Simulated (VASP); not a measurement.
Wanted: the native input for a VASP 6.6.1 run.

```yaml
Task: single point
Functional: r2SCAN
Potentials_or_basis: VASP PAW PBE potentials, release 64 (As)
Cutoff: 520 eV
k_mesh: 12 × 12 × 8
Occupations: gaussian, width 0.1 eV
Spin: no spin polarisation
Dipole_correction: no
Further_INCAR_settings: ALGO = Normal; EDIFF = 1e-07; NBANDS = 18
```

The system is As.

```xyz
4
Lattice="4.5869 0.0000 0.0000 -2.2935 3.9724 0.0000 0.0000 0.0000 5.7456" Properties=species:S:1:pos:R:3 pbc="T T T"
As    2.2935    1.3241    0.2126
As    0.0000    2.6483    3.0853
As    2.2935    1.3241    2.6602
As    0.0000    2.6483    5.5330
```

The input as run:

POSCAR

```
As
1.0
    4.5869405555      0.0000000000      0.0000000000
   -2.2934702777      3.9724070467      0.0000000000
    0.0000000000      0.0000000000      5.7455563624
As
4
Direct
    0.6666666667      0.3333333333      0.0369952789
    0.3333333333      0.6666666667      0.5369952789
    0.6666666667      0.3333333333      0.4630047211
    0.3333333333      0.6666666667      0.9630047211
```

INCAR.step1

```
PREC     = Accurate       # precision mode
ENCUT    = 520            # plane-wave cutoff, eV
ISMEAR   = 0              # smearing method
SIGMA    = 0.1            # smearing width, eV
LREAL    = F              # projectors in reciprocal space
LASPH    = T              # aspherical terms in the spheres
NELM     = 100            # most SCF steps
NBANDS   = 18             # bands
GGA      = PE             # functional
ALGO     = Normal         # electronic algorithm
EDIFF    = 1E-4           # SCF threshold, eV
LWAVE    = T              # write WAVECAR
LCHARG   = F              # write CHGCAR
```

INCAR.step2

```
PREC     = Accurate       # precision mode
ENCUT    = 520            # plane-wave cutoff, eV
EDIFF    = 1E-7           # SCF threshold, eV
ISMEAR   = 0              # smearing method
SIGMA    = 0.1            # smearing width, eV
LREAL    = F              # projectors in reciprocal space
LASPH    = T              # aspherical terms in the spheres
NELM     = 100            # most SCF steps
ALGO     = Normal         # electronic algorithm
ISIF     = 2              # what is computed and relaxed
LWAVE    = F              # write WAVECAR
LCHARG   = F              # write CHGCAR
METAGGA  = R2SCAN         # meta-GGA
LMIXTAU  = T            
NBANDS   = 18             # bands
ISTART   = 1
```

KPOINTS

```
Automatic mesh
0
Gamma
  12 12 8
```

Potentials or basis: VASP PAW PBE potentials, release 64 (As).

Launch:

```console
$ cat potpaw_PBE.64/As/POTCAR > POTCAR
$ cp INCAR.step1 INCAR
$ mpirun -np 1 vasp_std > vasp.out
$ cp INCAR.step2 INCAR
$ mpirun -np 1 vasp_std > vasp.out
```

Results of the run:

```yaml
Pressure: 0.0 GPa
Largest_force: 0.028 eV/Å
Band_gap_on_the_k_mesh: zero (band 10 reaches 4.10 eV, above the bottom of band 11 at 3.30 eV)
```

Caveat: the PAW data sets were made with another functional, which shifts forces and pressure a little.

It took 6 min on 1 thread of Intel(R) Xeon(R) 6975P-C (Granite Rapids), with other jobs on the host, peak memory 0.33 GiB.
